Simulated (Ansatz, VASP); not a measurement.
One calculation of Ag, two programs

The input INCAR:

```
PREC = Accurate
ENCUT = 520
EDIFF = 1E-6
ISMEAR = 0
SIGMA = 0.15
LREAL = F
LASPH = T
NELM = 100
ALGO = Fast
ISIF = 2
LWAVE = F
LCHARG = F
GGA = PE
NBANDS = 12
```

The input KPOINTS:

```
regular mesh
0
Gamma
  20 20 20
```

File POSCAR:

```
Ag
1.0
   -1.6556540000      1.5935669750      1.5935669750
    1.6556540000     -1.7177410250      1.7177410250
    1.6556540000      1.7177410250     -1.7177410250
Ag
1
Direct
    0.0000000000      0.0000000000      0.0000000000
```

Input for Ansatz:

```yaml
crystal:
  lattice:
    - [-1.655654, 1.593566975, 1.593566975]
    - [1.655654, -1.717741025, 1.717741025]
    - [1.655654, 1.717741025, -1.717741025]
  atoms:
    - { symbol: Ag, position: [0.0, 0.0, 0.0] }
basis:
  ecutwfc: 420
kpoints:
  mp_grid: { grid: [20, 20, 20] }
hamiltonian:
  xc: pbe
scf:
  occupations: { method: gaussian, width: 0.15 }
output:
  forces: true
  stress: true
  eigenvalues: true
```

Change from the starting cell: strain -0.0750 x Voigt [0, 0, 0, 1, 0, 0], atoms carried along.

Alike in both runs: task single point; functional PBE; k mesh 20 × 20 × 20; occupations gaussian, width 0.15 eV; no spin polarisation.

|  | VASP | Ansatz |
| --- | --- | --- |
| version | VASP 6.6.1 | Ansatz 0.2.0 |
| potentials or method | VASP PAW PBE potentials, release 64 (Ag), cutoff 520 eV | scalar-relativistic, plane waves, PAW |
| valence electrons in the cell | 11 | 19 |

|  | VASP | Ansatz | Ansatz less VASP |
| --- | --- | --- | --- |
| gap on the k mesh at the Fermi level (eV) | none | none | - |
| pressure (GPa) | -0.3 | -0.2 | +0.07 |
| traceless stress, the component that is largest in VASP (GPa) | 3.42 | 3.44 | +0.022 |

A gap of «none» marks a metal or a gap that the smearing closes. VASP's potentials hold 11 valence electrons a cell and Ansatz's 19, so a difference there can come from the potentials and not from the codes.
